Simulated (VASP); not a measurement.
Runs of VASP 6.6.1 on Ti. The structure is that of space group I4/mmm (No. 139), or close to it. The cells are those of the table. 

| cell | gap on the mesh (eV) | pressure (GPa) |
| --- | --- | --- |
| a = 2.930, b = 2.930, c = 3.027 Å, angles 58.9, 58.9, 62.2°, 1 atom | none | -13.2 |
| a = 2.829, b = 2.756, c = 2.756 Å, angles 61.8, 59.1, 59.1°, 1 atom | none | 7.0 |
| a = 2.805, b = 2.732, c = 2.706 Å, angles 62.1, 59.4, 58.5°, 1 atom | none | (a) |
| a = 2.829, b = 2.732, c = 2.732 Å, angles 62.4, 58.8, 58.8°, 1 atom | none | 9.7 |

Alike in all rows: task single point; level LDA; potentials or basis VASP PAW LDA potentials, release 64 (Ti_sv); no spin polarisation; k mesh 20 × 20 × 20; cutoff (eV) 520; smearing gaussian 0.15 eV.

**Question.** Estimate the missing entries.

**Answer.** (a) 12.5.

Caveats: the cell stands under pressure (at least some runs); the cell stands under tension (at least some runs).

A gap of «none» marks levels without a gap at the run's occupations.
